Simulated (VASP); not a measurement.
Write the native input for VASP 6.6.1 that does the following.

* Task: single point
* Functional: PBEsol
* Potentials or basis: VASP PAW PBE potentials, release 64 (Al)
* Cutoff: 520 eV
* k mesh: 8 × 12 × 1
* Occupations: methfessel-paxton, width 0.1 eV
* Spin: no spin polarisation
* Dipole correction: yes
* Further INCAR settings: LREAL = Auto; ALGO = Normal; EDIFF = 1e-06; NBANDS = 38

The structure of Al lies in POSCAR:

```
Al
1.0
    4.0144529650      0.0000000000      0.0000000000
    0.0000000000      2.8386469140      0.0000000000
    0.0000000000      0.0000000000     37.2898518550
Al
16
Direct
    0.5000000000      0.5000000000      0.2145355801
    0.0000000000      0.0000000000      0.2525975028
    0.5000000000      0.5000000000      0.2906594254
    0.0000000000      0.0000000000      0.3287213481
    0.5000000000      0.5000000000      0.3667832707
    0.0000000000      0.0000000000      0.4048451934
    0.5000000000      0.5000000000      0.4429071160
    0.0000000000      0.0000000000      0.4809690387
    0.5000000000      0.5000000000      0.5190309613
    0.0000000000      0.0000000000      0.5570928840
    0.5000000000      0.5000000000      0.5951548066
    0.0000000000      0.0000000000      0.6332167293
    0.5000000000      0.5000000000      0.6712786519
    0.0000000000      0.0000000000      0.7093405746
    0.5000000000      0.5000000000      0.7474024972
    0.0000000000      0.0000000000      0.7854644199
```

The input as run:

INCAR

```
  ALGO = Normal
  DIPOL = 0.5 0.5 0.500
  EDIFF = 1E-6
  ENCUT = 520
  GGA = PS
  IDIPOL = 3
  ISIF = 2
  ISMEAR = 1
  LASPH = T
  LCHARG = F
  LDIPOL = T
  LREAL = Auto
  LWAVE = F
  NBANDS = 38
  NELM = 100
  PREC = Accurate
  SIGMA = 0.1
```

KPOINTS

```
k-points
0
Gamma
  8 12 1
```

Potentials or basis: VASP PAW PBE potentials, release 64 (Al).

Command:

```bash
$ cat potpaw_PBE.64/Al/POTCAR > POTCAR
$ mpirun -np 1 vasp_std > vasp.out
```

Results of the run:

```json
{
  "Largest force": "0.259 eV/Å",
  "Band gap on the k mesh": "zero (bands 24 and 25 overlap by 3.01 eV)"
}
```

Caveat: the PAW data sets were made with another functional, which shifts forces and pressure a little.

It took 21 min on 1 thread of Oxide Virtual Turin-like Processor (shared host), peak memory 0.61 GiB.
